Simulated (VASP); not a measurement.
# Au (Im-3m) in VASP: a series of runs

Au is run at these levels: r2SCAN; tasks: single point.

Program: VASP 6.6.1. These are calculated values, not measurements. Logs are shortened: lines on timing, memory, paths and dates and some standing lists are left out, and cuts for length are marked.

## 1. The cell of the first run

Symmetry: Im-3m, No. 229, cubic system. The conventional cell has a = 3.232 Å, b = 3.232 Å, c = 3.232 Å, α = 90.00°, β = 90.00°, γ = 90.00°. Au (site symmetry m-3m) has 14 Au at 2.80 to 3.23 Å within 3.7 Å.

## 2. Single point, r2SCAN (strain -0.025 along x and y, -0.025 along z)

The input, POSCAR:

```
Au
1.0
   -1.6158372750      1.6158372750      1.6158372750
    1.6158372750     -1.6158372750      1.6158372750
    1.6158372750      1.6158372750     -1.6158372750
Au
1
Direct
    0.0000000000      0.0000000000      0.0000000000
```

The input, INCAR.step1:

```
SYSTEM = Au
ALGO     = Normal         ! electronic algorithm
EDIFF    = 1E-4           ! SCF threshold, eV
ENCUT    = 520            ! plane-wave cutoff, eV
GGA      = PE             ! functional
ISMEAR   = 0              ! smearing method
LASPH    = .TRUE.         ! aspherical terms in the spheres
LCHARG   = .FALSE.        ! write CHGCAR
LREAL    = .FALSE.        ! projectors in reciprocal space
LWAVE    = .TRUE.         ! write WAVECAR
NBANDS   = 12             ! bands
NELM     = 80             ! most SCF steps
PREC     = Accurate       ! precision mode
SIGMA    = 0.15           ! smearing width, eV
```

The input, INCAR.step2:

```
SYSTEM = Au
ALGO     = Normal         ! electronic algorithm
EDIFF    = 1E-6           ! SCF threshold, eV
ENCUT    = 520            ! plane-wave cutoff, eV
ISIF     = 2              ! what is computed and relaxed
ISMEAR   = 0              ! smearing method
ISTART   = 1            
LASPH    = .TRUE.         ! aspherical terms in the spheres
LCHARG   = .FALSE.        ! write CHGCAR
LMIXTAU  = .TRUE.       
LREAL    = .FALSE.        ! projectors in reciprocal space
LWAVE    = .FALSE.        ! write WAVECAR
METAGGA  = R2SCAN         ! meta-GGA
NBANDS   = 12             ! bands
NELM     = 80             ! most SCF steps
PREC     = Accurate       ! precision mode
SIGMA    = 0.15           ! smearing width, eV
```

The input, KPOINTS:

```
k-points
0
G
  20 20 20
  0 0 0
```

Potentials or basis: VASP PAW PBE potentials, release 64 (Au).

On the command line:

```console
$ cat potpaw_PBE.64/Au/POTCAR > POTCAR
$ cp INCAR.step1 INCAR
$ mpirun -np 1 vasp_std > vasp.out
$ cp INCAR.step2 INCAR
$ mpirun -np 1 vasp_std > vasp.out
```

OUTCAR:

```text
SYSTEM = Au
   EDIFF = 1E-6
   ENCUT = 520
   ISIF = 2
   ISMEAR = 0
   ISTART = 1
   LASPH = .TRUE.
   LREAL = .FALSE.
   METAGGA = R2SCAN
   NELM = 80
   PREC = Accurate

 ion  position               nearest neighbor table
   1  0.000  0.000  0.000-

  LATTYP: Found a body centered cubic cell.
 ALAT       =     3.2316745500

  Lattice vectors:

 A1 = (  -1.6158372750,   1.6158372750,   1.6158372750)
 A2 = (   1.6158372750,  -1.6158372750,   1.6158372750)
 A3 = (   1.6158372750,   1.6158372750,  -1.6158372750)

Analysis of symmetry for initial positions (statically):
=====================================================================
 Subroutine PRICEL returns:
 Original cell was already a primitive cell.

 Routine SETGRP: Setting up the symmetry group for a
 body centered cubic supercell.

 Subroutine GETGRP returns: Found 48 space group operations
 (whereof 48 operations were pure point group operations)
 out of a pool of 48 trial point group operations.

The static configuration has the point symmetry O_h .

Analysis of symmetry for dynamics (positions and initial velocities):
=====================================================================
 Subroutine PRICEL returns:
 Original cell was already a primitive cell.

 Routine SETGRP: Setting up the symmetry group for a
 body centered cubic supercell.

 Subroutine GETGRP returns: Found 48 space group operations
 (whereof 48 operations were pure point group operations)
 out of a pool of 48 trial point group operations.

The dynamic configuration has the point symmetry O_h .

 Subroutine INISYM returns: Found 48 space group operations
 (whereof 48 operations are pure point group operations),
 and found     1 'primitive' translations

----------------------------------------------------------------------------------------

                                     Primitive cell

  volume of cell :      16.8754

  direct lattice vectors                    reciprocal lattice vectors
    -1.615837275  1.615837275  1.615837275     0.000000000  0.309437100  0.309437100
     1.615837275 -1.615837275  1.615837275     0.309437100  0.000000000  0.309437100
     1.615837275  1.615837275 -1.615837275     0.309437100  0.309437100  0.000000000

  length of vectors
     2.798712257  2.798712257  2.798712257     0.437610143  0.437610143  0.437610143

  position of ions in fractional coordinates (direct lattice)
     0.000000000  0.000000000  0.000000000

  ion indices of the primitive-cell ions
   primitive index   ion index
                 1           1

----------------------------------------------------------------------------------------

 KPOINTS: k-points

Automatic generation of k-mesh.
 Grid dimensions read from file:
 generate k-points for:   20   20   20

 Generating k-lattice:

  Cartesian coordinates                     Fractional coordinates (reciprocal lattice)
     0.000000000  0.015471855  0.015471855     0.050000000  0.000000000  0.000000000
     0.015471855  0.000000000  0.015471855     0.000000000  0.050000000  0.000000000
     0.015471855  0.015471855  0.000000000     0.000000000  0.000000000  0.050000000

  Length of vectors
     0.021880507  0.021880507  0.021880507

  Shift w.r.t. Gamma in fractional coordinates (k-lattice)
     0.000000000  0.000000000  0.000000000

 Subroutine IBZKPT returns following result:
 ===========================================

 Found    256 irreducible k-points:

 Following reciprocal coordinates:
            Coordinates               Weight
  0.000000  0.000000  0.000000      1.000000
  0.050000  0.000000  0.000000     12.000000
  0.100000  0.000000  0.000000     12.000000
  0.150000  0.000000  0.000000     12.000000
  0.200000  0.000000  0.000000     12.000000
  0.250000  0.000000  0.000000     12.000000
[... 16 lines left out ...]
  0.200000  0.100000  0.000000     48.000000
  0.250000  0.100000  0.000000     48.000000
 [... further k-points ...]
   k-points           NKPTS =    256   k-points in BZ     NKDIM =    256   number of bands    NBANDS=     12
   number of dos      NEDOS =    301   number of ions     NIONS =      1
   total plane-waves  NPLWV =  13824
   dimension x,y,z NGX =    24 NGY =   24 NGZ =   24
   dimension x,y,z NGXF=    48 NGYF=   48 NGZF=   48
   ions per type =               1
   NGX,Y,Z   is equivalent  to a cutoff of  14.26, 14.26, 14.26 a.u.
   NGXF,Y,Z  is equivalent  to a cutoff of  28.51, 28.51, 28.51 a.u.
 SYSTEM =  Au
   PREC   = accura    normal or accurate (medium, high low for compatibility)
   ISTART =      1    job   : 0-new  1-cont  2-samecut
   ICHARG =      0    charge: 1-file 2-atom 10-const
   ISPIN  =      1    spin polarized calculation?
   LNONCOLLINEAR =      F non collinear calculations
   LSORBIT =      F    spin-orbit coupling
   LASPH  =      T    aspherical Exc in radial PAW
   ENCUT  =  520.0 eV  38.22 Ry    6.18 a.u.   5.20  5.20  5.20*2*pi/ulx,y,z
   NELM   =     80;   NELMIN=  2; NELMDL=  0     # of ELM steps
   EDIFF  = 0.1E-05   stopping-criterion for ELM
   LREAL  =      F    real-space projection
   EDIFFG = 0.1E-04   stopping-criterion for IOM
   NSW    =      0    number of steps for IOM
   IBRION =     -1    ionic relax: 0-MD 1-quasi-New 2-CG
   NFREE  =      0    steps in history (QN), initial steepest desc. (CG)
   ISIF   =      2    stress and relaxation
   ISYM   =      2    0-nonsym 1-usesym 2-fastsym
   POTIM  = 0.5000    time-step for ionic-motion
   TEBEG  =    0.0;   TEEND  =   0.0 temperature during run
   PSTRESS=    0.0 pullay stress
   NELECT =      11.0000    total number of electrons
   NUPDOWN=      -1.0000    fix difference up-down
   EMIN   =  10.00;   EMAX   =-10.00  energy-range for DOS
   EFERMI =   0.00;   METHOD = LEGACY
   ISMEAR =     0;   SIGMA  =   0.15  broadening in eV -4-tet -1-fermi 0-gaus
   EFERMI_NEDOS =   21; number of points for ismear=-14 and -15
   IALGO  =     38    algorithm
   IMIX   =      4    mixing-type and parameters
     AMIX     =   0.40;   BMIX     =  1.00
     AMIX_MAG =   1.60;   BMIX_MAG =  1.00
  volume/ion in A,a.u.               =      16.88       113.88
  Fermi-wavevector in a.u.,A,eV,Ry     =   1.419454  2.682380 27.413709  2.014851
  Thomas-Fermi vector in A             =   2.540473
   LORBIT       =      0    0 simple, 1 ext, 2 COOP (PROOUT), +10 PAW based schemes
   METAGGA = R2SCAN    functional components
   LHFCALC =     F    Hartree Fock is set to
   AEXX    =    0.0000 exact exchange contribution
   IVDW    =     0    specifies the selected vdW correction
   LEPSILON=     F    determine dielectric tensor
   LRPA    =     F    only Hartree local field effects (RPA)
 non-spin polarized calculation
 Gauss-broadening in eV      SIGMA  =   0.15
  energy-cutoff  :      520.00
  volume of cell :       16.88
 maximum number of plane-waves:       470
 NGX is ok and might be reduce to    24
   NGX = 11   NGY = 11   NGZ = 11

 number of electron      11.0000001 magnetization

 Free energy of the ion-electron system (eV)
  ---------------------------------------------------
  ext. energy  EPLUGINS =         0.00000000
  ---------------------------------------------------
  free energy    TOTEN  =       -50.55968302 eV

  energy without entropy =      -50.55785975  energy(sigma->0) =      -50.55877139

 E-fermi :   9.5537     XC(G=0): -13.6967

 val. band max:        9.4790559535   @ k =   0.4000   0.0500   0.0500
 cond. band min:       9.6476621243   @ k =   0.4000   0.1000   0.0000
 fundamental gap:      0.1686061707
 Fermi energy:         9.5537124562

 k-point     1 :       0.0000    0.0000    0.0000
  band No.  band energies     occupation
      1      -0.6945      2.00000
      2       4.2877      2.00000
      3       4.2877      2.00000
      4       4.2877      2.00000
      5       6.3031      2.00000
      6       6.3031      2.00000
      7      26.9267      0.00000
      8      26.9267      0.00000
      9      26.9267      0.00000
     10      34.9922      0.00000
     11      34.9923      0.00000
     12      34.9923      0.00000

 k-point     2 :       0.0500    0.0000    0.0000
  band No.  band energies     occupation
      1      -0.5974      2.00000
      2       4.2567      2.00000
      3       4.2911      2.00000
      4       4.3569      2.00000
      5       6.2650      2.00000
      6       6.3050      2.00000
      7      26.9262      0.00000
      8      26.9558      0.00000
      9      27.0511      0.00000
     10      33.6652      0.00000
     11      33.8165      0.00000
     12      34.6409      0.00000

 k-point     3 :       0.1000    0.0000    0.0000
  band No.  band energies     occupation
      1      -0.3124      2.00000
      2       4.1677      2.00000
      3       4.2991      2.00000
      4       4.5617      2.00000
      5       6.1679      2.00000
      6       6.3113      2.00000
      7      26.7884      0.00000
      8      26.9724      0.00000
      9      27.4158      0.00000
     10      32.1053      0.00000
     11      32.3358      0.00000
     12      33.6759      0.00000

 k-point     4 :       0.1500    0.0000    0.0000
  band No.  band energies     occupation
      1       0.1383      2.00000
      2       4.0321      2.00000
      3       4.3111      2.00000
      4       4.8928      2.00000
      5       6.0560      2.00000
      6       6.3235      2.00000
      7      26.0612      0.00000
      8      26.7645      0.00000
      9      27.9964      0.00000
     10      30.8766      0.00000
     11      31.5983      0.00000
     12      32.2975      0.00000

 k-point     5 :       0.2000    0.0000    0.0000
  band No.  band energies     occupation
      1       0.7033      2.00000
      2       3.8663      2.00000
      3       4.3528      2.00000
      4       5.3337      2.00000
      5       5.9799      2.00000
      6       6.3431      2.00000
      7      24.4442      0.00000
      8      26.1628      0.00000
      9      28.7524      0.00000
     10      30.5526      0.00000
     11      30.7096      0.00000
     12      31.6556      0.00000
[... 228 lines left out ...]
      1       0.4011      2.00000
      2       4.0473      2.00000
      3       4.1601      2.00000
      4       5.1574      2.00000
      5       5.9718      2.00000
      6       6.3637      2.00000
      7      26.0458      0.00000
      8      26.2892      0.00000
      9      27.9016      0.00000
     10      29.3580      0.00000
     11      31.5542      0.00000
     12      33.2716      0.00000

 k-point    22 :       0.1500    0.1000   -0.0000
  band No.  band energies     occupation
      1       0.9551      2.00000
      2       3.9128      2.00000
      3       4.1240      2.00000
      4       5.6498      2.00000
      5       5.8910      2.00000
      6       6.4084      2.00000
      7      24.5112      0.00000
      8      25.4720      0.00000
      9      28.1159      0.00000
     10      28.5318      0.00000
     11      31.8124      0.00000
     12      33.4494      0.00000

 k-point    23 :       0.2000    0.1000    0.0000
  band No.  band energies     occupation
      1       1.5264      2.00000
      2       3.7431      2.00000
      3       4.2060      2.00000
      4       5.8712      2.00000
      5       6.2342      2.00000
      6       6.4733      2.00000
      7      22.3559      0.00000
      8      24.6959      0.00000
      9      27.0874      0.00000
     10      29.2087      0.00000
     11      32.4991      0.00000
     12      33.5257      0.00000

 k-point    24 :       0.2500    0.1000    0.0000
  band No.  band energies     occupation
      1       1.9481      2.00000
      2       3.5754      2.00000
      3       4.5279      2.00000
      4       5.9276      2.00000
      5       6.4704      2.00000
      6       6.9754      2.00000
      7      20.1090      0.00000
      8      23.8951      0.00000
      9      26.0377      0.00000
     10      30.0194      0.00000
     11      33.1155      0.00000
     12      33.7628      0.00000

 [... further k-points ...]
[... 5 lines left out ...]
  --------------------------------------------------------------------------------------
  -------------------------------------------------------------------------------------
  Total        0.7819774      0.7819774      0.7819774      0.0000000      0.0000000      0.0000000
  in kB       74.2423851     74.2423851     74.2423851      0.0000000      0.0000000      0.0000000
  external PRESSURE =      74.2423851 kB  Pullay stress =       0.0000000 kB

 VOLUME and BASIS-vectors are now :
 -----------------------------------------------------------------------------
  energy-cutoff  :      520.00
  volume of cell :       16.88
      direct lattice vectors                 reciprocal lattice vectors
    -1.615837275  1.615837275  1.615837275     0.000000000  0.309437100  0.309437100
     1.615837275 -1.615837275  1.615837275     0.309437100  0.000000000  0.309437100
     1.615837275  1.615837275 -1.615837275     0.309437100  0.309437100  0.000000000

 POSITION                                       TOTAL-FORCE (eV/Angst)
 -----------------------------------------------------------------------------------
      0.00000      0.00000      0.00000        -0.000000      0.000000      0.000000
 -----------------------------------------------------------------------------------
    total drift:                                0.000000      0.000000     -0.000000

  FREE ENERGIE OF THE ION-ELECTRON SYSTEM (eV)
  ---------------------------------------------------
  free  energy   TOTEN  =       -50.5596830243 eV

  energy  without entropy=      -50.5578597458  energy(sigma->0) =      -50.55877139
```

Wall time 1.8 min (1 thread of Intel Xeon 6975P-C (Granite Rapids), shared host); peak memory 0.19 GiB.

What came out:

```yaml
Free_energy: -50.5597 eV
Pressure: 7.4 GPa
```

Levels at points of the mesh, in eV from the Fermi level:
```csv
k point,band 3,band 4,band 5,band 6,band 7,band 8,band 9,band 10
"(0.00, 0.00, 0.00)",-5.27,-5.27,-3.25,-3.25,17.37,17.37,17.37,25.44
"(0.50, 0.00, 0.00)",-3.40,-3.05,-1.60,-0.57,3.71,13.06,14.56,22.91
"(0.50, 0.50, 0.50)",-2.00,-2.00,-2.00,6.62,6.62,6.62,10.24,16.80
```

Caveat: the cell differs from its parent crystal (strain -0.025 along x and y, -0.025 along z); the PAW data sets were made with another functional, which shifts forces and pressure a little; spin-orbit coupling is left out, which moves the levels of the heavy elements.

(Continued in part 2 of 2.)
